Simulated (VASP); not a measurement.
Mg3ZnC:

```
Zn Mg C
1.0
     4.40693    0.00000    0.00000
     0.00000    4.40693    0.00000
     0.00000    0.00000    4.40693
Zn Mg C
1 3 1
Direct
  0.00000 0.00000 0.00000
  0.50000 0.00000 0.50000
  0.50000 0.50000 0.00000
  0.00000 0.50000 0.50000
  0.50000 0.50000 0.50000
```

Program: VASP 6.6.1. Alike in all runs: potentials or basis VASP PAW PBE potentials, release 64 (Zn, Mg, C); no spin polarisation; cell as given; k mesh 6 × 6 × 6; cutoff (eV) 520; smearing fermi-dirac 0.05 eV. Hardware: 1 thread of Intel(R) Xeon(R) 6975P-C (Granite Rapids), with other jobs on the host.

Task: Order these runs on this cell by their wall time, lowest first.
A. task density of states; level PBE; k mesh for the DOS 9 × 9 × 9; occupations for the DOS tetrahedron
B. task single point; level r2SCAN
C. task single point; level PBE

Result: C (15 s), A (42 s), B (84 s).
